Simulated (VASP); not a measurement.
H5C2O2, 36 atoms in the cell. The cell holds a disordered packing, 36 atoms: a = 7.937 Å, b = 7.937 Å, c = 7.937 Å, α = 90.00°, β = 90.00°, γ = 90.00°. 

- Program: VASP 6.6.1
- Task: single point
- Functional: PBE
- Dispersion: D3(BJ)
- Potentials or basis: VASP PAW PBE potentials, release 64 (C, O, H)
- Cutoff: 520 eV
- k mesh: 1 × 1 × 1
- Occupations: fermi-dirac, width 0.05 eV
- Spin: no spin polarisation
- Dipole correction: no
- Further INCAR settings: LREAL = Auto; ALGO = Normal; EDIFF = 1e-06; NBANDS = 74

Potentials or basis: VASP PAW PBE potentials, release 64 (C, O, H).

Launch:

```bash
$ cat potpaw_PBE.64/C/POTCAR potpaw_PBE.64/O/POTCAR potpaw_PBE.64/H/POTCAR > POTCAR
$ mpirun -np 1 vasp_gam > vasp.out
```

Hardware: 1 thread of AMD EPYC 9R45 96-Core Processor (Zen 5) (shared host).

Task: How long does it take, and how much memory?

Result: It took 34 s on 1 thread of AMD EPYC 9R45 96-Core Processor (Zen 5), with other jobs on the host, peak memory 0.41 GiB. Counts: scf iterations 17, k points 1.
